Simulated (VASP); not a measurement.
Crystal: AlFe3.

```
CELL_PARAMETERS angstrom
3.63929 0.00000 0.00000
0.00000 3.63929 0.00000
0.00000 0.00000 3.63929
ATOMIC_POSITIONS crystal
Al 0.00000 0.00000 0.00000
Fe 0.00000 0.50000 0.50000
Fe 0.50000 0.00000 0.50000
Fe 0.50000 0.50000 0.00000
```

Base run:

| Quantity | Value |
| --- | --- |
| Program | VASP 6.6.1 |
| Functional | PBEsol |
| Potentials or basis | VASP PAW PBE potentials, release 64 (Al, Fe) |
| Cutoff | 520 eV |
| k mesh | 5 × 5 × 5 |
| Occupations | fermi-dirac, width 0.1 eV |
| Spin | collinear spin, ferromagnetic start |
| Starting moments | [0.0, 4.5, 4.5, 4.5] μB |

Its results: pressure -6.2 GPa; net moment 6.70 μB per cell; site moments Al -0.07; Fe +2.26 μB.

Question: The run is repeated on the same cell with these changes: k mesh from 5 × 5 × 5 to 3 × 3 × 3. What comes out?

Answer: Pressure -8.7 GPa; net moment 6.00 μB per cell; site moments Al -0.07; Fe +2.03 μB.

Caveats: some runs use coarse meshes; the PAW data sets were made with another functional, which shifts forces and pressure a little.
